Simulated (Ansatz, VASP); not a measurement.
CdS: VASP beside Ansatz

```
Cd S
1.0
     3.94473    0.00000    0.00000
    -1.97236    3.41624    0.00000
     0.00000    0.00000    6.40873
Cd S
2 2
Direct
  0.33333 0.66667 0.99916
  0.66667 0.33333 0.49916
  0.33333 0.66667 0.37584
  0.66667 0.33333 0.87584
```

Change from the starting cell: hydrostatic strain -5.3%.

Alike in both runs: task single point; functional r2SCAN; k mesh 12 × 12 × 4; no spin polarisation.

```csv
,VASP,Ansatz
version,VASP 6.6.1,Ansatz 0.2.0
potentials or method,"VASP PAW PBE potentials, release 64 (Cd, S)","plane waves, PAW"
plane-wave cutoff (eV),520,500
occupations,"gaussian, width 0.01 eV",fixed
valence electrons in the cell,36,52
```

Ansatz gave:

| Item | Value |
| --- | --- |
| gap on the k mesh at the Fermi level (eV) | 2.01 |
| pressure (GPa) | 14.1 |
| traceless stress, the component that is largest in VASP (GPa) | 0.12 |

Task: Estimate VASP's values.

Result: gap on the k mesh at the Fermi level (eV): 2.01; pressure (GPa): 14.7; traceless stress, the component that is largest in VASP (GPa): 0.14.

VASP's potentials were made for PBE, not for r2SCAN. VASP's potentials hold 36 valence electrons a cell and Ansatz's 52, so a difference there can come from the potentials and not from the codes.
